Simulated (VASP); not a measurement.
Ga3Se, 8 atoms in the cell. Symmetry: P-31m, No. 162, trigonal system. The conventional cell has a = 6.158 Å, b = 6.158 Å, c = 5.473 Å, α = 90.00°, β = 90.00°, γ = 120.00°. Within 3.7 Å of Ga (site symmetry m) lie 9 Ga at 2.75 to 3.67 Å and 2 Se at 2.75 Å. Within 3.6 Å of Se (site symmetry 32) lie 6 Ga at 2.75 Å and 3 Se at 3.56 Å. The cell was generated, and may not be a known phase.

* Program: VASP 6.6.1
* Task: single point
* Functional: PBE
* Potentials or basis: VASP PAW PBE potentials, release 64 (Ga_d, Se)
* Cutoff: 520 eV
* k mesh: 3 × 3 × 4
* Occupations: gaussian, width 0.1 eV
* Spin: no spin polarisation
* Dipole correction: no
* Further INCAR settings: ALGO = Normal; EDIFF = 1e-07; NBANDS = 55

Potentials or basis: VASP PAW PBE potentials, release 64 (Ga_d, Se).

Command:

```console
$ cat potpaw_PBE.64/Ga_d/POTCAR potpaw_PBE.64/Se/POTCAR > POTCAR
$ mpirun -np 1 vasp_std > vasp.out
```

Hardware: 1 thread of Intel(R) Xeon(R) Platinum 8488C (Sapphire Rapids), with other jobs on the host.

Task: How long does it take, and how much memory?

Result: Wall time 94 s on 1 thread of Intel(R) Xeon(R) Platinum 8488C (Sapphire Rapids), with other jobs on the host, peak memory 0.33 GiB. Counts: scf iterations 16, k points 10.
